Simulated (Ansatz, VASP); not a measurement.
Pd in VASP and in Ansatz

```
Pd
1.0
     2.71455    0.00000    0.00000
     0.00000    3.83895    0.00000
     0.00000    0.00000   27.21546
Pd
10
Direct
  0.50000 0.50000 0.27558
  0.00000 0.00000 0.32545
  0.50000 0.50000 0.37532
  0.00000 0.00000 0.42519
  0.50000 0.50000 0.47506
  0.00000 0.00000 0.52494
  0.50000 0.50000 0.57481
  0.00000 0.00000 0.62468
  0.50000 0.50000 0.67455
  0.00000 0.00000 0.72442
```

Alike in both runs: task single point; functional LDA; k mesh 13 × 9 × 1; occupations gaussian, width 0.1 eV; no spin polarisation.

|  | VASP | Ansatz |
| --- | --- | --- |
| version | VASP 6.6.1 | Ansatz 0.2.0 |
| potentials or method | VASP PAW LDA potentials, release 64 (Pd), cutoff 520 eV | scalar-relativistic, plane waves, PAW |
| valence electrons in the cell | 100 | 180 |

```csv
,VASP,Ansatz,Ansatz less VASP
gap on the k mesh at the Fermi level (eV),none,none,-
rms of the force components (eV/Å),0.212,0.215,+0.0029
```

LDA's correlation is that of Perdew and Zunger in VASP and of Perdew and Wang (1992) in Ansatz. Atom by atom the forces differ by 0.004 eV/Å (rms over components). A gap of «none» marks a metal or a gap that the smearing closes. VASP's potentials hold 100 valence electrons a cell and Ansatz's 180, so a difference there can come from the potentials and not from the codes. Ansatz's warnings: xc potential rough in thin density.
